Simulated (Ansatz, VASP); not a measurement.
**Two plane-wave programs on KF**

```
K F
1.0
     3.16119    0.00000    0.00000
     0.00000    3.16119    0.00000
     0.00000    0.00000    3.25895
K F
1 1
Direct
  0.00000 0.00000 0.00000
  0.50000 0.50000 0.50000
```

Change from the starting cell: strain -0.030 along x and y, +0.000 along z, atoms carried along.

Alike in both runs: task single point; functional LDA; k mesh 8 × 8 × 8; occupations gaussian, width 0.05 eV; no spin polarisation.

```csv
,VASP,Ansatz
version,VASP 6.6.1,Ansatz 0.2.0
potentials or method,"VASP PAW LDA potentials, release 64 (K_sv, F), cutoff 520 eV","scalar-relativistic, plane waves, PAW"
valence electrons in the cell,16,16
```

VASP gave:

```
gap on the k mesh at the Fermi level (eV)                     : 6.30
least direct gap on the mesh (eV)                             : 6.34
pressure (GPa)                                                : -4.1
traceless stress, the component that is largest in VASP (GPa) : -1.79
```

**Question.** Estimate Ansatz's values.

**Answer.** gap on the k mesh at the Fermi level (eV): 6.32; least direct gap on the mesh (eV): 6.35; pressure (GPa): -4.2; traceless stress, the component that is largest in VASP (GPa): -1.79.

LDA's correlation is that of Perdew and Zunger in VASP and of Perdew and Wang (1992) in Ansatz.
